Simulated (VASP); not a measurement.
Here is a VASP 6.6.1 calculation.

The input INCAR:

```
SYSTEM = Si
PREC = Accurate ; ENCUT = 520
EDIFF = 1E-7 ; ISMEAR = -1
SIGMA = 0.02 ; LREAL = .FALSE.
LASPH = .TRUE. ; NELM = 100
ALGO = Normal ; ISIF = 2
LWAVE = .FALSE. ; LCHARG = .TRUE.
GGA = PE ; LELF = .TRUE.
LVHAR = .TRUE. ; NBANDS = 11
```

File KPOINTS:

```
regular mesh
0
G
  8 8 8
  0 0 0
```

Contents of POSCAR:

```
Si
1.0
    0.0586616622      2.7221188962      2.7221188962
    2.7221188962      0.0586616622      2.7221188962
    2.7807805584      2.7807805584      0.0000000000
Si
2
Direct
    0.0027025905      0.0027025905     -0.0027025905
    0.2472974095      0.2472974095      0.2527025905
```

Potentials or basis: VASP PAW PBE potentials, release 64 (Si).

Run with:

```bash
$ cat potpaw_PBE.64/Si/POTCAR > POTCAR
$ mpirun -np 1 vasp_std > vasp.out
```

Problem. Predict the band gap on the k mesh.

Solution. 0.21 eV, indirect (least direct gap 2.13 eV).

Problem. Predict the pressure.

Solution. 1.3 GPa.

Stress tensor (GPa, compression positive):
```
 1.32 -3.32  0.00
-3.32  1.32  0.00
 0.00  0.00  1.20
```

Caveat: the cell differs from its parent crystal (shear xy strain +4.3%). A k mesh can miss the band edges.
